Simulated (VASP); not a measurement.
A run of VASP 6.6.1:

File INCAR:

```
SYSTEM = HfB
PREC = Accurate
ENCUT = 520
EDIFF = 1E-6
ISMEAR = -1
SIGMA = 0.05
LREAL = .False.
LASPH = .True.
NELM = 60
ALGO = Normal
ISIF = 2
LWAVE = .False.
LCHARG = .False.
GGA = RP
NBANDS = 14
```

KPOINTS

```
regular mesh
0
Gamma
  10 10 10
  0 0 0
```

POSCAR

```
HfB
1.0
    0.0000000000      2.4333252081      2.4333252081
    2.4333252081      0.0000000000      2.4333252081
    2.4333252081      2.4333252081      0.0000000000
Hf B
1 1
Direct
    0.5000000000      0.5000000000      0.5000000000
    0.0000000000      0.0000000000      0.0000000000
```

Potentials or basis: VASP PAW PBE potentials, release 64 (Hf_pv, B).

Run with:

```console
$ cat potpaw_PBE.64/Hf_pv/POTCAR potpaw_PBE.64/B/POTCAR > POTCAR
$ mpirun -np 1 vasp_std > vasp.out
```

Hardware: 1 thread of AMD EPYC 7R13, on a shared host.

**Question.** Estimate the wall time of this run.

**Answer.** Run time: 26 s on 1 thread of AMD EPYC 7R13, on a shared host, peak memory 0.14 GiB. Counts: scf iterations 13, k points 47.
